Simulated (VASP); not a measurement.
The system is WS2.

```
W S
1.0
     3.14608    0.00000    0.00000
    -1.57304    2.72459    0.00000
     0.00000    0.00000   12.45051
W S
2 4
Cartesian
  0.0000 1.8164 3.1126
  1.5730 0.9082 9.3379
  0.0000 1.8164 7.8015
  1.5730 0.9082 1.5763
  0.0000 1.8164 10.8743
  1.5730 0.9082 4.6490
```

This cell differs from its parent crystal: strain along c alone, the other axes held: -2.0 %.

| Quantity | Value |
| --- | --- |
| Program | VASP 6.6.1 |
| Task | relaxation of the atoms |
| Functional | PBEsol |
| Potentials or basis | VASP PAW PBE potentials, release 64 (W_sv, S) |
| Cutoff | 520 eV |
| k mesh | 12 × 12 × 2 |
| Occupations | gaussian, width 0.02 eV |
| Spin | no spin polarisation |

At the start: pressure 3.8 GPa; volume 17.79 Å³/atom.

Problem. Where does the relaxation end?

Solution. Over 3 steps the energy falls by 6.9 meV/atom; space group P6_3/mmc (No. 194, to 0.1 Å) before and after.

The path:
```csv
step,energy change (eV),largest force (eV/Å),pressure (GPa)
1,0.0000,0.6712,3.79
2,-0.0415,0.0199,0.14
3,-0.0416,0.0003,0.25
```

Final structure:
```
W S
1.0
     3.14608    0.00000    0.00000
    -1.57304    2.72459    0.00000
     0.00000    0.00000   12.45051
W S
2 4
Direct
  0.33333 0.66667 0.25000
  0.66667 0.33333 0.75000
  0.33333 0.66667 0.62408
  0.66667 0.33333 0.12408
  0.33333 0.66667 0.87592
  0.66667 0.33333 0.37592
```

Caveat: the cell differs from its parent crystal (strain along c alone, the other axes held: -2.0 %); the PAW data sets were made with another functional, which shifts forces and pressure a little; this functional lacks dispersion, which binds the layers, so the pressure and a relaxed spacing across them are unreliable.
